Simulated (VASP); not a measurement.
Wanted: the native input for a VASP 6.6.1 run.

```
Task                   : single point
Functional             : PBE
Potentials or basis    : VASP PAW PBE potentials, release 64 (Ru_pv)
Cutoff                 : 520 eV
k mesh                 : 24 × 24 × 12
Occupations            : gaussian, width 0.1 eV
Spin                   : no spin polarisation
Dipole correction      : no
Further INCAR settings : ALGO = Fast; EDIFF = 1e-06; NBANDS = 21
```

The structure of Ru lies in POSCAR:

```
Ru
1.0
    2.6655968042      0.0000000000      0.0000000000
   -1.3327984021      2.3084745486      0.0000000000
    0.0000000000      0.0000000000      4.3414340568
Ru
2
Direct
    0.3333333333      0.6666666667      0.2500000000
    0.6666666667      0.3333333333      0.7500000000
```

This cell differs from its parent crystal: biaxial strain in the a-b plane: -2.0 %, then relaxed in part.

The input as run:

INCAR

```
PREC     = Accurate       # precision mode
ENCUT    = 520            # plane-wave cutoff, eV
EDIFF    = 1E-6           # SCF threshold, eV
ISMEAR   = 0              # smearing method
SIGMA    = 0.1            # smearing width, eV
LREAL    = False          # projectors in reciprocal space
LASPH    = True           # aspherical terms in the spheres
NELM     = 80             # most SCF steps
ALGO     = Fast           # electronic algorithm
ISIF     = 2              # what is computed and relaxed
LWAVE    = False          # write WAVECAR
LCHARG   = True           # write CHGCAR
GGA      = PE             # functional
LELF     = True           # ELF
LVHAR    = True         
NBANDS   = 21             # bands
```

KPOINTS

```
Automatic mesh
0
Gamma
  24 24 12
```

Potentials or basis: VASP PAW PBE potentials, release 64 (Ru_pv).

Run with:

```console
$ cat potpaw_PBE.64/Ru_pv/POTCAR > POTCAR
$ mpirun -np 1 vasp_std > vasp.out
```

Results of the run:

```json
{"Pressure": "10.0 GPa", "Band gap on the k mesh": "zero (bands 14 and 15 overlap by 3.24 eV)"}
```

Caveat: the cell differs from its parent crystal (biaxial strain in the a-b plane: -2.0 %, then relaxed in part); the cell stands under pressure.

Run time: 5.4 min on 1 thread of Intel Xeon 8259CL, with other jobs on the host, peak memory 0.29 GiB.
